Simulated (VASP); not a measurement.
Crystal: WS.

```
CELL_PARAMETERS angstrom
0.00000 2.38613 2.38613
2.38613 0.00000 2.38613
2.38613 2.38613 0.00000
ATOMIC_POSITIONS crystal
W 0.00000 0.00000 0.00000
S 0.50000 0.50000 0.50000
```

- Program: VASP 6.6.1
- Task: relaxation of cell and atoms
- Functional: r2SCAN
- Potentials or basis: VASP PAW PBE potentials, release 64 (W_sv, S)
- Cutoff: 600 eV
- k mesh: 8 × 8 × 8
- Occupations: gaussian, width 0.1 eV
- Spin: collinear spin
- Starting moments: [2.27, 0.13] μB
- Hubbard terms: W d U = 6.2 eV

At the start: pressure 33.9 GPa; volume 13.59 Å³/atom.

Task: Where does the relaxation end?

Result: Over 3 steps the energy falls by 201.3 meV/atom and the volume is 16.21 Å³/atom (+19.3 %); space group Fm-3m (No. 225, to 0.1 Å) before and after; moment 0.00 μB per cell.

Step by step:
| step | energy change (eV) | largest force (eV/Å) | pressure (GPa) | volume (Å³) |
| --- | --- | --- | --- | --- |
| 1 | 0.0000 | 0.0000 | 33.91 | 27.17 |
| 2 | 0.1140 | 0.0000 | -18.79 | 40.12 |
| 3 | -0.4026 | 0.0000 | 0.49 | 32.43 |

Final structure:
```
W S
1.0
     0.00000    2.53095    2.53095
     2.53095    0.00000    2.53095
     2.53095    2.53095    0.00000
W S
1 1
Cartesian
  0.0000 0.0000 0.0000
  2.5310 2.5310 2.5310
```

Caveat: the electronic state changed during the relaxation; the volume moved by over 15 % at a fixed basis, so the end points are rough; the PAW data sets were made with another functional, which shifts forces and pressure a little.
